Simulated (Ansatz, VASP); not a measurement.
## Two plane-wave programs on GaN

The input POSCAR:

```
GaN
1.0
    0.0000000000      2.2712048997      2.2712048997
    2.2712048997      0.0000000000      2.2712048997
    2.2712048997      2.2712048997      0.0000000000
Ga N
1 1
Direct
    0.0000000000      0.0000000000      0.0000000000
    0.7500000000      0.7500000000      0.7500000000
```

Contents of INCAR.step1:

```
ALGO     = Normal         # electronic algorithm
EDIFF    = 1E-5           # SCF threshold, eV
ENCUT    = 910            # plane-wave cutoff, eV
GGA      = PE             # functional
GGA_COMPAT= F            
ISMEAR   = 0              # smearing method
LASPH    = T              # aspherical terms in the spheres
LCHARG   = F              # write CHGCAR
LREAL    = F              # projectors in reciprocal space
LWAVE    = T              # write WAVECAR
NBANDS   = 16             # bands
NELM     = 120            # most SCF steps
PREC     = Accurate       # precision mode
SIGMA    = 0.02           # smearing width, eV
```

INCAR.step2

```
ALGO     = Normal         # electronic algorithm
EDIFF    = 1E-6           # SCF threshold, eV
ENCUT    = 910            # plane-wave cutoff, eV
GGA_COMPAT= F            
ISIF     = 2              # what is computed and relaxed
ISMEAR   = 0              # smearing method
ISTART   = 1            
LASPH    = T              # aspherical terms in the spheres
LCHARG   = F              # write CHGCAR
LMIXTAU  = T            
LREAL    = F              # projectors in reciprocal space
LWAVE    = F              # write WAVECAR
METAGGA  = R2SCAN         # meta-GGA
NBANDS   = 16             # bands
NELM     = 120            # most SCF steps
PREC     = Accurate       # precision mode
SIGMA    = 0.02           # smearing width, eV
```

The input KPOINTS:

```
k-points
0
Gamma
  10 10 10
```

Input for Ansatz:

```yaml
crystal:
  lattice:
    - [0.0, 2.2712048997, 2.2712048997]
    - [2.2712048997, 0.0, 2.2712048997]
    - [2.2712048997, 2.2712048997, 0.0]
  atoms:
    - { symbol: Ga, position: [0.0, 0.0, 0.0] }
    - { symbol: "N", position: [0.75, 0.75, 0.75] }
basis:
  ecutwfc: 500
kpoints:
  mp_grid: { grid: [10, 10, 10] }
hamiltonian:
  xc: r2scan
scf:
  occupations: { method: gaussian, width: 0.02 }
output:
  forces: true
  stress: true
  eigenvalues: true
```

Alike in both runs: task single point; functional r2SCAN; k mesh 10 × 10 × 10; occupations gaussian, width 0.02 eV; no spin polarisation.

|  | VASP | Ansatz |
| --- | --- | --- |
| version | VASP 6.6.1 | Ansatz 0.2.0 |
| potentials or method | VASP PAW PBE potentials, release 64 (Ga_d, N_h), cutoff 910 eV | scalar-relativistic, plane waves, PAW |
| valence electrons in the cell | 18 | 18 |

```tsv
	VASP	Ansatz	Ansatz less VASP
gap on the k mesh at the Fermi level (eV)	1.96	1.97	+0.010
least direct gap on the mesh (eV)	1.96	1.97	+0.010
```

VASP's potentials were made for PBE, not for r2SCAN.

Noted on VASP's run: the cutoff is short for stress, so the pressure is rough.
